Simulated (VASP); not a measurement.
In2Sb: single point with PBEsol

In2Sb:

```
CELL_PARAMETERS angstrom
5.37990 0.00000 0.00000
-2.68995 4.65913 0.00000
0.00000 0.00000 6.72255
ATOMIC_POSITIONS crystal
In 0.66667 0.33333 0.25000
In 0.33333 0.66667 0.75000
In 0.00000 0.00000 0.50000
In 0.00000 0.00000 0.00000
Sb 0.66667 0.33333 0.75000
Sb 0.33333 0.66667 0.25000
```

```yaml
Program: VASP 6.6.1
Task: single point
Functional: PBEsol
Potentials_or_basis: VASP PAW PBE potentials, release 64 (In_d, Sb)
Cutoff: 520 eV
k_mesh: 6 × 6 × 3
Occupations: gaussian, width 0.01 eV
Spin: no spin polarisation
```

| Quantity | Value |
| --- | --- |
| Pressure | -2.2 GPa |
| Band gap on the k mesh | zero (band 31 reaches 8.01 eV, above the bottom of band 32 at 6.38 eV) |

Stress tensor (GPa, compression positive):
```
-0.57  0.00  0.00
 0.00 -0.57  0.00
 0.00  0.00 -5.60
```

Levels at points of the mesh, in eV from the Fermi level:
| k point | band 28 | band 29 | band 30 | band 31 | band 32 | band 33 | band 34 | band 35 |
| --- | --- | --- | --- | --- | --- | --- | --- | --- |
| (0.00, 0.00, 0.00) | -1.83 | -1.83 | -1.59 | -0.57 | -0.37 | -0.37 | 0.03 | 0.53 |
| (0.50, 0.00, 0.00) | -3.64 | -1.71 | -1.67 | -1.22 | 1.25 | 1.56 | 2.27 | 3.36 |

It took 2.1 min on 1 thread of Intel Xeon 8259CL, on a shared host, peak memory 0.31 GiB.

Caveat: the PAW data sets were made with another functional, which shifts forces and pressure a little; spin-orbit coupling is left out, which moves the levels of the heavy elements.
